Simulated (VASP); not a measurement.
# PmO (Pm-3m) in VASP: a series of runs

Runs on PmO. Level: PBE+U. Tasks: single point.

Everything below comes from runs of VASP 6.6.1. Logs are shortened: lines on timing, memory, paths and dates and some standing lists are left out, and cuts for length are marked.

## (1) The cell of the first run

The structure is cubic, space group Pm-3m (No. 221). Conventional cell: a = 2.840 Å, b = 2.840 Å, c = 2.840 Å, α = 90.00°, β = 90.00°, γ = 90.00°. Within 3.2 Å of Pm (site symmetry m-3m) lie 8 O at 2.46 Å and 6 Pm at 2.84 Å. Within 3.2 Å of O (site symmetry m-3m) lie 8 Pm at 2.46 Å and 6 O at 2.84 Å.

## (2) Single point, PBE+U, collinear spin, ferromagnetic start

The input, INCAR:

```
PREC = Accurate
ENCUT = 600
EDIFF = 1E-6
ISMEAR = 0
SIGMA = 0.05
LREAL = False
LASPH = True
NELM = 200
ALGO = Normal
ISIF = 2
LWAVE = False
LCHARG = False
ISPIN = 2
MAGMOM = 4 0
LORBIT = 11
LMAXMIX = 6
LDAU = True
LDAUTYPE = 2
LDAUL = 3 -1
LDAUU = 8 0
LDAUJ = 0 0
LDAUPRINT = 1
GGA = PE
NBANDS = 22
GGA_COMPAT = False
```

The input, KPOINTS:

```
Automatic mesh
0
Gamma
  7 7 7
```

The input, POSCAR:

```
PmO
1.0
    2.8401619400      0.0000000000      0.0000000000
    0.0000000000      2.8401619400      0.0000000000
    0.0000000000      0.0000000000      2.8401619400
Pm O
1 1
Direct
    0.0000000000      0.0000000000      0.0000000000
    0.5000000000      0.5000000000      0.5000000000
```

Potentials or basis: VASP PAW PBE potentials, release 64 (Pm, O).

On the command line:

```bash
cat potpaw_PBE.64/Pm/POTCAR potpaw_PBE.64/O/POTCAR > POTCAR
mpirun -np 1 vasp_std > vasp.out
```

OUTCAR:

```text
PREC = Accurate
   ENCUT = 600
   EDIFF = 1E-6
   ISMEAR = 0
   LREAL = False
   LASPH = True
   NELM = 200
   ISIF = 2
   ISPIN = 2
   LORBIT = 11
   GGA = PE

 ion  position               nearest neighbor table
   1  0.000  0.000  0.000-   2 2.46   2 2.46   2 2.46   2 2.46   2 2.46   2 2.46   2 2.46   2 2.46

   2  0.500  0.500  0.500-   1 2.46   1 2.46   1 2.46   1 2.46   1 2.46   1 2.46   1 2.46   1 2.46

  LATTYP: Found a simple cubic cell.
 ALAT       =     2.8401619400

  Lattice vectors:

 A1 = (   2.8401619400,   0.0000000000,   0.0000000000)
 A2 = (   0.0000000000,   2.8401619400,   0.0000000000)
 A3 = (   0.0000000000,   0.0000000000,   2.8401619400)

Analysis of symmetry for initial positions (statically):
=====================================================================
 Subroutine PRICEL returns:
 Original cell was already a primitive cell.

 Routine SETGRP: Setting up the symmetry group for a
 simple cubic supercell.

 Subroutine GETGRP returns: Found 48 space group operations
 (whereof 48 operations were pure point group operations)
 out of a pool of 48 trial point group operations.

The static configuration has the point symmetry O_h .

Analysis of symmetry for dynamics (positions and initial velocities):
=====================================================================
 Subroutine PRICEL returns:
 Original cell was already a primitive cell.

 Routine SETGRP: Setting up the symmetry group for a
 simple cubic supercell.

 Subroutine GETGRP returns: Found 48 space group operations
 (whereof 48 operations were pure point group operations)
 out of a pool of 48 trial point group operations.

The dynamic configuration has the point symmetry O_h .

Analysis of structural, dynamic, and magnetic symmetry:
=====================================================================
 Subroutine PRICEL returns:
 Original cell was already a primitive cell.

 Routine SETGRP: Setting up the symmetry group for a
 simple cubic supercell.

 Subroutine GETGRP returns: Found 48 space group operations
 (whereof 48 operations were pure point group operations)
 out of a pool of 48 trial point group operations.

The overall configuration has the point symmetry O_h .

 Subroutine INISYM returns: Found 48 space group operations
 (whereof 48 operations are pure point group operations),
 and found     1 'primitive' translations

----------------------------------------------------------------------------------------

                                     Primitive cell

  volume of cell :      22.9102

  direct lattice vectors                    reciprocal lattice vectors
     2.840161940  0.000000000  0.000000000     0.352092599  0.000000000  0.000000000
     0.000000000  2.840161940  0.000000000     0.000000000  0.352092599  0.000000000
     0.000000000  0.000000000  2.840161940     0.000000000  0.000000000  0.352092599

  length of vectors
     2.840161940  2.840161940  2.840161940     0.352092599  0.352092599  0.352092599

  position of ions in fractional coordinates (direct lattice)
     0.000000000  0.000000000  0.000000000
     0.500000000  0.500000000  0.500000000

  ion indices of the primitive-cell ions
   primitive index   ion index
                 1           1
                 2           2

----------------------------------------------------------------------------------------

 KPOINTS: Automatic mesh

Automatic generation of k-mesh.
 Grid dimensions read from file:
 generate k-points for:    7    7    7

 Generating k-lattice:

  Cartesian coordinates                     Fractional coordinates (reciprocal lattice)
     0.050298943  0.000000000  0.000000000     0.142857143  0.000000000  0.000000000
     0.000000000  0.050298943  0.000000000     0.000000000  0.142857143  0.000000000
[... 66 lines left out ...]
   EMIN   =  10.00;   EMAX   =-10.00  energy-range for DOS
   EFERMI =   0.00;   METHOD = LEGACY
   ISMEAR =     0;   SIGMA  =   0.05  broadening in eV -4-tet -1-fermi 0-gaus
   EFERMI_NEDOS =   21; number of points for ismear=-14 and -15
   IALGO  =     38    algorithm
   IMIX   =      4    mixing-type and parameters
     AMIX     =   0.40;   BMIX     =  1.00
     AMIX_MAG =   1.60;   BMIX_MAG =  1.00
  volume/ion in A,a.u.               =      11.46        77.30
  Fermi-wavevector in a.u.,A,eV,Ry     =   1.590272  3.005179 34.408671  2.528966
  Thomas-Fermi vector in A             =   2.688993
   LORBIT       =     11    0 simple, 1 ext, 2 COOP (PROOUT), +10 PAW based schemes
 LDA+U is selected, type is set to LDAUTYPE =  2
   angular momentum for each species LDAUL =     3   -1
   U (eV)           for each species LDAUU =   8.0  0.0
   J (eV)           for each species LDAUJ =   0.0  0.0
   GGA     = PE    functional components
   LHFCALC =     F    Hartree Fock is set to
   AEXX    =    0.0000 exact exchange contribution
   IVDW    =     0    specifies the selected vdW correction
   LEPSILON=     F    determine dielectric tensor
   LRPA    =     F    only Hartree local field effects (RPA)
 spin polarized calculation
 Gauss-broadening in eV      SIGMA  =   0.05
  energy-cutoff  :      600.00
  volume of cell :       22.91
 maximum number of plane-waves:       776
 NGX is ok and might be reduce to    24
   NGX = 11   NGY = 11   NGZ = 11

atom =   1  type =  1  l = 3

 onsite density matrix

spin component  1

  0.6823  0.0000 -0.2378  0.0000 -0.0000  0.0000  0.0000
  0.0000  0.0171 -0.0000 -0.0000 -0.0000 -0.0000  0.0000
 -0.2378 -0.0000  0.8051 -0.0000  0.0000  0.0000  0.0000
  0.0000 -0.0000 -0.0000  0.4981 -0.0000  0.0000 -0.0000
 -0.0000 -0.0000  0.0000 -0.0000  0.8051  0.0000  0.2378
  0.0000 -0.0000  0.0000  0.0000  0.0000  0.9893  0.0000
  0.0000  0.0000  0.0000 -0.0000  0.2378  0.0000  0.6823

spin component  2

  0.0047  0.0000  0.0009 -0.0000  0.0000 -0.0000 -0.0000
  0.0000  0.0139  0.0000 -0.0000  0.0000 -0.0000 -0.0000
  0.0009  0.0000  0.0043 -0.0000 -0.0000  0.0000 -0.0000
 -0.0000 -0.0000 -0.0000  0.0054  0.0000 -0.0000  0.0000
  0.0000  0.0000 -0.0000  0.0000  0.0043 -0.0000 -0.0009
 -0.0000 -0.0000  0.0000 -0.0000 -0.0000  0.0036 -0.0000
 -0.0000 -0.0000 -0.0000  0.0000 -0.0009 -0.0000  0.0047

 occupancies and eigenvectors

  o =  0.0036  v =  0.0000  0.0000  0.0000  0.0000  0.0000  0.0000  0.0000  0.0037  0.0000 -0.0048  0.0000  0.0204  0.9996  0.0158      0.0000  0.0000  0.0000  0.0000  0.0000  0.0000  0.0000  0.0000  0.0000  0.0000  0.0000  0.0000  0.0000  0.0000
  o =  0.0036  v =  0.0000  0.0000  0.0000  0.0000  0.0000  0.0000  0.0000  0.6101  0.0000 -0.7876 -0.0000 -0.0684 -0.0038 -0.0530      0.0000  0.0000  0.0000  0.0000  0.0000  0.0000  0.0000  0.0000  0.0000  0.0000  0.0000  0.0000  0.0000  0.0000
  o =  0.0036  v =  0.0000  0.0000  0.0000  0.0000  0.0000  0.0000  0.0000  0.0529  0.0000 -0.0683 -0.0000  0.7873 -0.0263  0.6099      0.0000  0.0000  0.0000  0.0000  0.0000  0.0000  0.0000  0.0000  0.0000  0.0000  0.0000  0.0000  0.0000  0.0000
  o =  0.0054  v =  0.0000  0.0000  0.0000  0.0000  0.0000  0.0000  0.0000 -0.0146  0.0000 -0.0113 -0.9998 -0.0034  0.0000  0.0044      0.0000  0.0000  0.0000  0.0000  0.0000  0.0000  0.0000  0.0000  0.0000  0.0000  0.0000  0.0000  0.0000  0.0000
  o =  0.0054  v =  0.0000  0.0000  0.0000  0.0000  0.0000  0.0000  0.0000 -0.7858  0.0000 -0.6087  0.0178  0.0663 -0.0000 -0.0856      0.0000  0.0000  0.0000  0.0000  0.0000  0.0000  0.0000  0.0000  0.0000  0.0000  0.0000  0.0000  0.0000  0.0000
  o =  0.0054  v =  0.0000  0.0000  0.0000  0.0000  0.0000  0.0000  0.0000  0.0855  0.0000  0.0662 -0.0075  0.6088 -0.0000 -0.7859      0.0000  0.0000  0.0000  0.0000  0.0000  0.0000  0.0000  0.0000  0.0000  0.0000  0.0000  0.0000  0.0000  0.0000
  o =  0.0139  v =  0.0000  0.0000  0.0000  0.0000  0.0000  0.0000  0.0000  0.0000  1.0000  0.0000  0.0000 -0.0000 -0.0000  0.0000      0.0000  0.0000  0.0000  0.0000  0.0000  0.0000  0.0000  0.0000  0.0000  0.0000  0.0000  0.0000  0.0000  0.0000
  o =  0.0171  v =  0.0000  1.0000  0.0000  0.0000 -0.0000  0.0000  0.0000  0.0000  0.0000  0.0000  0.0000  0.0000  0.0000  0.0000      0.0000  0.0000  0.0000  0.0000  0.0000  0.0000  0.0000  0.0000  0.0000  0.0000  0.0000  0.0000  0.0000  0.0000
  o =  0.4981  v =  0.0000 -0.0000  0.0000 -0.3129 -0.5816  0.0000  0.7509  0.0000  0.0000  0.0000  0.0000  0.0000  0.0000  0.0000      0.0000  0.0000  0.0000  0.0000  0.0000  0.0000  0.0000  0.0000  0.0000  0.0000  0.0000  0.0000  0.0000  0.0000
  o =  0.4981  v = -0.7906  0.0000 -0.6124  0.0000 -0.0000  0.0000  0.0000  0.0000  0.0000  0.0000  0.0000  0.0000  0.0000  0.0000      0.0000  0.0000  0.0000  0.0000  0.0000  0.0000  0.0000  0.0000  0.0000  0.0000  0.0000  0.0000  0.0000  0.0000
  o =  0.4981  v =  0.0000  0.0000  0.0000  0.9498 -0.1916 -0.0000  0.2474  0.0000  0.0000  0.0000  0.0000  0.0000  0.0000  0.0000      0.0000  0.0000  0.0000  0.0000  0.0000  0.0000  0.0000  0.0000  0.0000  0.0000  0.0000  0.0000  0.0000  0.0000
  o =  0.9893  v =  0.0000 -0.0000  0.0000  0.0000 -0.6952  0.4761 -0.5385  0.0000  0.0000  0.0000  0.0000  0.0000  0.0000  0.0000      0.0000  0.0000  0.0000  0.0000  0.0000  0.0000  0.0000  0.0000  0.0000  0.0000  0.0000  0.0000  0.0000  0.0000
  o =  0.9893  v =  0.0000  0.0000  0.0000  0.0000 -0.3764 -0.8794 -0.2915  0.0000  0.0000  0.0000  0.0000  0.0000  0.0000  0.0000      0.0000  0.0000  0.0000  0.0000  0.0000  0.0000  0.0000  0.0000  0.0000  0.0000  0.0000  0.0000  0.0000  0.0000
  o =  0.9893  v = -0.6124  0.0000  0.7906 -0.0000  0.0000 -0.0000 -0.0000  0.0000  0.0000  0.0000  0.0000  0.0000  0.0000  0.0000      0.0000  0.0000  0.0000  0.0000  0.0000  0.0000  0.0000  0.0000  0.0000  0.0000  0.0000  0.0000  0.0000  0.0000

 number of electron      21.0000006 magnetization       4.8484100

 Free energy of the ion-electron system (eV)
  ---------------------------------------------------
  ext. energy  EPLUGINS =         0.00000000
  ---------------------------------------------------
  free energy    TOTEN  =       -13.21921181 eV

  energy without entropy =      -13.21416427  energy(sigma->0) =      -13.21668804

 E-fermi :  12.2146     XC(G=0): -13.3424

 val. band max:       12.2101248442   @ k =   0.4286   0.4286   0.2857
 cond. band min:      12.2408256728   @ k =   0.4286   0.4286   0.4286
 fundamental gap:      0.0307008285
 Fermi energy:        12.2145837686

 spin component 1

 k-point     1 :       0.0000    0.0000    0.0000
  band No.  band energies     occupation
      1     -27.4583      1.00000
      2      -7.6790      1.00000
      3      -5.9476      1.00000
      4      -5.9476      1.00000
      5      -5.9476      1.00000
      6       7.6909      1.00000
[... 489 lines left out ...]
     21      27.3802      0.00000
     22      30.5289      0.00000
 Fermi energy:        12.2145837686

 spin component 2

 k-point     1 :       0.0000    0.0000    0.0000
  band No.  band energies     occupation
      1     -25.3677      1.00000
      2      -7.6503      1.00000
      3      -4.2896      1.00000
      4      -4.2896      1.00000
      5      -4.2896      1.00000
      6       8.7583      1.00000
[... 489 lines left out ...]
     21      29.0268      0.00000
     22      31.9995      0.00000

------------------------ aborting loop because EDIFF is reached ----------------------------------------

  FORCE on cell =-STRESS in cart. coord.  units (eV):
  Direction    XX          YY          ZZ          XY          YZ          ZX
  --------------------------------------------------------------------------------------
  -------------------------------------------------------------------------------------
  Total        7.6887588      7.6887588      7.6887588      0.0000000     -0.0000000      0.0000000
  in kB      537.6968726    537.6968726    537.6968726      0.0000000     -0.0000000      0.0000000
  external PRESSURE =     537.6968726 kB  Pullay stress =       0.0000000 kB

 VOLUME and BASIS-vectors are now :
 -----------------------------------------------------------------------------
  energy-cutoff  :      600.00
  volume of cell :       22.91
      direct lattice vectors                 reciprocal lattice vectors
     2.840161940  0.000000000  0.000000000     0.352092599  0.000000000  0.000000000
     0.000000000  2.840161940  0.000000000     0.000000000  0.352092599  0.000000000
     0.000000000  0.000000000  2.840161940     0.000000000  0.000000000  0.352092599

 POSITION                                       TOTAL-FORCE (eV/Angst)
 -----------------------------------------------------------------------------------
      0.00000      0.00000      0.00000         0.000000      0.000000      0.000000
      1.42008      1.42008      1.42008         0.000000      0.000000      0.000000
 -----------------------------------------------------------------------------------
    total drift:                                0.000000      0.000000     -0.000000

  FREE ENERGIE OF THE ION-ELECTRON SYSTEM (eV)
  ---------------------------------------------------
  free  energy   TOTEN  =       -13.2192118138 eV

  energy  without entropy=      -13.2141642657  energy(sigma->0) =      -13.21668804

 total charge

# of ion       s       p       d       f       tot
--------------------------------------------------
    1        2.009   5.600   0.746   4.508  12.863
    2        1.559   3.524   0.000   0.000   5.083
--------------------------------------------------
tot          3.568   9.123   0.746   4.508  17.946

 magnetization (x)

# of ion       s       p       d       f       tot
--------------------------------------------------
    1       -0.013   0.019   0.255   4.430   4.690
    2       -0.001  -0.066   0.000   0.000  -0.067
--------------------------------------------------
tot         -0.015  -0.047   0.255   4.430   4.622
```

Run time: 54 s. Hardware: 1 thread of Intel Xeon 8259CL, shared host; peak memory 0.14 GiB.

What came out:

```yaml
Free_energy: -13.2192 eV
Pressure: 53.8 GPa
Net_moment: 4.85 μB per cell
Site_moments: Pm +4.69; O -0.07 μB
Valence_electrons_inside_the_program's_atomic_spheres: Pm 12.86; O 5.08
```

Levels at points of the mesh, in eV from the Fermi level:
Spin up:
```tsv
k point	band 10	band 11	band 12	band 13	band 14	band 15	band 16	band 17
(0.00, 0.00, 0.00)	-3.71	-3.71	-2.62	-2.62	0.75	0.75	0.75	4.56
```
Spin down:
```
           k point  band 6  band 7  band 8  band 9  band 10  band 11
(0.00, 0.00, 0.00)   -3.46   -3.46   -3.46   -1.34    -1.34     5.89
```

Eigenvalues of the final occupation matrices:
```csv
site,spin,trace,eigenvalues
site 1 f,1,4.48,0.02 0.50 0.50 0.50 0.99 0.99 0.99
site 1 f,2,0.04,0.00 0.00 0.00 0.01 0.01 0.01 0.01
```

Caveat: the magnetic or orbital state may not be the lowest; the cell stands under pressure; spin-orbit coupling is left out, which moves the levels of the heavy elements.

## (3) Single point, PBE+U, collinear spin, ferromagnetic start

The input, INCAR:

```
SYSTEM = PmO
PREC = Accurate ; ENCUT = 600
EDIFF = 1E-6 ; ISMEAR = 0
SIGMA = 0.05 ; LREAL = .False.
LASPH = .True. ; NELM = 200
ALGO = Normal ; ISIF = 2
LWAVE = .False. ; LCHARG = .True.
ISPIN = 2 ; MAGMOM = 4.38 -0.02
LORBIT = 11 ; LMAXMIX = 6
LDAU = .True. ; LDAUTYPE = 2
LDAUL = 3 -1 ; LDAUU = 8 0
LDAUJ = 0 0 ; LDAUPRINT = 1
GGA = PE ; LELF = .True.
LVHAR = .True. ; NBANDS = 22
GGA_COMPAT = .False.
```

The input, KPOINTS:

```
Automatic mesh
0
Gamma
  7 7 7
  0 0 0
```

POSCAR is that of step 2.

Potentials or basis: VASP PAW PBE potentials, release 64 (Pm, O).

On the command line:

```bash
cat potpaw_PBE.64/Pm/POTCAR potpaw_PBE.64/O/POTCAR > POTCAR
mpirun -np 1 vasp_std > vasp.out
```

It took 73 s on 1 thread of Intel Xeon 8259CL, shared host; peak memory 0.14 GiB.

The run converged. Its results:

| Quantity | Value |
| --- | --- |
| Free energy | -13.2192 eV |
| Pressure | 53.8 GPa |
| Net moment | 4.85 μB per cell |
| Site moments | Pm +4.69; O -0.07 μB |
| Valence electrons inside the program's atomic spheres | Pm 12.86; O 5.08 |

Levels at points of the mesh, in eV from the Fermi level:
Spin up:
```
           k point  band 10  band 11  band 12  band 13  band 14  band 15  band 16  band 17
(0.00, 0.00, 0.00)    -3.71    -3.71    -2.62    -2.62     0.75     0.75     0.75     4.56
```
Spin down:
```csv
k point,band 6,band 7,band 8,band 9,band 10,band 11
"(0.00, 0.00, 0.00)",-3.46,-3.46,-3.46,-1.34,-1.34,5.89
```

Eigenvalues of the final occupation matrices:
```csv
site,spin,trace,eigenvalues
site 1 f,1,4.48,0.02 0.50 0.50 0.50 0.99 0.99 0.99
site 1 f,2,0.04,0.00 0.00 0.00 0.01 0.01 0.01 0.01
```

Caveat: the magnetic or orbital state may not be the lowest; the cell stands under pressure; spin-orbit coupling is left out, which moves the levels of the heavy elements.
